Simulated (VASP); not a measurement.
Here is a VASP 6.6.1 calculation.

Contents of INCAR:

```
PREC = Accurate ; ENCUT = 600
EDIFF = 1E-6 ; ISMEAR = 0
SIGMA = 0.15 ; LREAL = F
LASPH = T ; NELM = 120
ALGO = Normal ; ISIF = 2
LWAVE = F ; LCHARG = F
GGA = PS ; NBANDS = 40
GGA_COMPAT = F
```

KPOINTS

```
regular mesh
0
Gamma
  10 10 10
```

File POSCAR:

```
W3N4
1.0
    4.1802152799      0.0000000000     -0.1463075348
    0.0000000000      4.1802152799      0.0000000000
   -0.1463075348      0.0000000000      4.3996765821
W N
3 4
Direct
    0.5000000000      0.5000000000      0.0000000000
    0.0000000000      0.5000000000      0.5000000000
    0.5000000000      0.0000000000      0.5000000000
    0.5000000000      0.5000000000      0.5000000000
    0.5000000000      0.0000000000      0.0000000000
    0.0000000000      0.5000000000      0.0000000000
    0.0000000000      0.0000000000      0.5000000000
```

Potentials or basis: VASP PAW PBE potentials, release 64 (W_sv, N).

Run with:

```console
$ cat potpaw_PBE.64/W_sv/POTCAR potpaw_PBE.64/N/POTCAR > POTCAR
$ mpirun -np 1 vasp_std > vasp.out
```

(1) Estimate the pressure.

(2) What does it give for the band gap on the k mesh?

Answers

(1) -13.9 GPa.

(2) zero (band 31 reaches 11.21 eV, above the bottom of band 32 at 8.78 eV).

Caveat: the cell differs from its parent crystal (engineering shear strain xz -0.0700, normal strain along z +0.0525); the PAW data sets were made with another functional, which shifts forces and pressure a little; spin-orbit coupling is left out, which moves the levels of the heavy elements.
